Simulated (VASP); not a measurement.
**Ti: single point with PBE**

Ti:

```xyz
1
Lattice="0.0000 2.1924 2.0300 2.1924 0.0000 2.0300 2.1924 2.1924 0.0000" Properties=species:S:1:pos:R:3 pbc="T T T"
Ti    0.0000    0.0000    0.0000
```

This cell differs from its parent crystal: strain +0.080 along x and y, +0.000 along z.

```
Program                : VASP 6.6.1
Task                   : single point
Functional             : PBE
Potentials or basis    : VASP PAW PBE potentials, release 64 (Ti_sv)
Cutoff                 : 520 eV
k mesh                 : 20 × 20 × 20
Occupations            : gaussian, width 0.15 eV
Spin                   : no spin polarisation
Dipole correction      : no
Further INCAR settings : ALGO = Fast; EDIFF = 1e-07; NBANDS = 12
```

```json
{
  "Pressure": "-10.2 GPa",
  "Band gap on the k mesh": "zero (bands 6 and 7 overlap by 1.24 eV)"
}
```

Stress tensor (GPa, compression positive):
```
-10.95   0.00   0.00
  0.00 -10.95   0.00
  0.00   0.00  -8.70
```

Levels at points of the mesh, in eV from the Fermi level:
```
           k point  band 3  band 4  band 5  band 6  band 7  band 8  band 9  band 10
(0.00, 0.00, 0.00)  -32.88  -32.87   -5.78    0.67    0.67    1.15    1.89     2.44
(0.50, 0.00, 0.00)  -32.96  -32.91   -2.32    0.43    0.43    1.03    2.96     3.22
(0.50, 0.50, 0.00)  -33.08  -33.08   -2.12   -1.51    3.08    3.31    3.33     3.33
(0.50, 0.00, 0.50)  -33.04  -32.99   -2.21   -1.32    1.98    3.06    3.12     3.47
```

It took 2.8 min on 1 thread of AMD EPYC 9R45 96-Core Processor (Zen 5), on a shared host, peak memory 0.23 GiB.

Caveat: the cell differs from its parent crystal (strain +0.080 along x and y, +0.000 along z); the cell stands under tension.
